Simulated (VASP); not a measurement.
Runs of VASP 6.6.1 on Cr. The structure is that of space group Im-3m (No. 229), or close to it. The cells are those of the table. 

```tsv
task	cell	k mesh for the DOS	occupations for the DOS	gap on the mesh (eV)	pressure (GPa)	moment (μB)
electric field gradients	a = 2.909 Å, 2 atoms	-	-	none	-7.2	0.00
single point	a = 3.027 Å, 2 atoms	-	-	none	(a)	0.00
electric field gradients	a = 2.969 Å, 2 atoms	-	-	none	-13.4	0.00
electric field gradients	a = 2.998 Å, 2 atoms	-	-	none	-15.4	0.00
density of states	a = 2.969 Å, 2 atoms	17 × 17 × 17	tetrahedron	-	-	0.00
```

Alike in all rows: level PBE; potentials or basis VASP PAW PBE potentials, release 64 (Cr_pv); spin collinear, antiferromagnetic start; k mesh 11 × 11 × 11; cutoff (eV) 520; smearing fermi-dirac 0.05 eV.

Q: Estimate the missing entries.

A: (a) -16.8.

Caveats: tetrahedron occupations give inexact forces and stress in metals (some runs).

A gap of «none» marks levels without a gap at the run's occupations.
